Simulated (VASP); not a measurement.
Input of a VASP 6.6.1 run:

File POSCAR:

```
Al3Cu
1.0
    2.7945842203      0.0000000000      0.0000000000
    0.0000000000      2.7945842203      0.0000000000
    0.0000000000      0.0000000000      7.3641072199
Al Cu
3 1
Direct
    0.0000000000      0.0000000000      0.5000000000
    0.5000000000      0.5000000000      0.2234389941
    0.5000000000      0.5000000000      0.7765610059
    0.0000000000      0.0000000000      0.0000000000
```

File INCAR.step1:

```
SYSTEM = Al3Cu
  PREC = Accurate
  ENCUT = 520
  ISMEAR = 0
  SIGMA = 0.1
  LREAL = .False.
  LASPH = .True.
  NELM = 80
  NBANDS = 18
  GGA = PE
  ALGO = Normal
  EDIFF = 1E-4
  LWAVE = .True.
  LCHARG = .False.
```

The input INCAR.step2:

```
SYSTEM = Al3Cu
  PREC = Accurate
  ENCUT = 520
  EDIFF = 1E-6
  ISMEAR = 0
  SIGMA = 0.1
  LREAL = .False.
  LASPH = .True.
  NELM = 80
  ALGO = Normal
  ISIF = 2
  LWAVE = .False.
  LCHARG = .True.
  METAGGA = R2SCAN
  LMIXTAU = .True.
  LELF = .True.
  LVHAR = .True.
  NBANDS = 18
  ISTART = 1
```

File KPOINTS:

```
Automatic mesh
0
Gamma
  18 18 8
  0 0 0
```

Potentials or basis: VASP PAW PBE potentials, release 64 (Al, Cu).

Launch:

```sh
$ cat potpaw_PBE.64/Al/POTCAR potpaw_PBE.64/Cu/POTCAR > POTCAR
$ cp INCAR.step1 INCAR
$ mpirun -np 1 vasp_std > vasp.out
$ cp INCAR.step2 INCAR
$ mpirun -np 1 vasp_std > vasp.out
```

Task: Predict the pressure.

Result: 1.4 GPa.

Task: What does it give for the band gap on the k mesh?

Result: Zero (bands 10 and 11 overlap by 7.18 eV).

Task: Estimate the largest force.

Result: 0.010 eV/Å.

Forces on the atoms (eV/Å):
```
Al   0.000  0.000  0.000
Al   0.000  0.000  0.010
Al   0.000  0.000 -0.010
Cu   0.000  0.000  0.000
```

Caveat: the cell differs from its parent crystal (uniaxial strain along c: -3.0 %); the PAW data sets were made with another functional, which shifts forces and pressure a little.
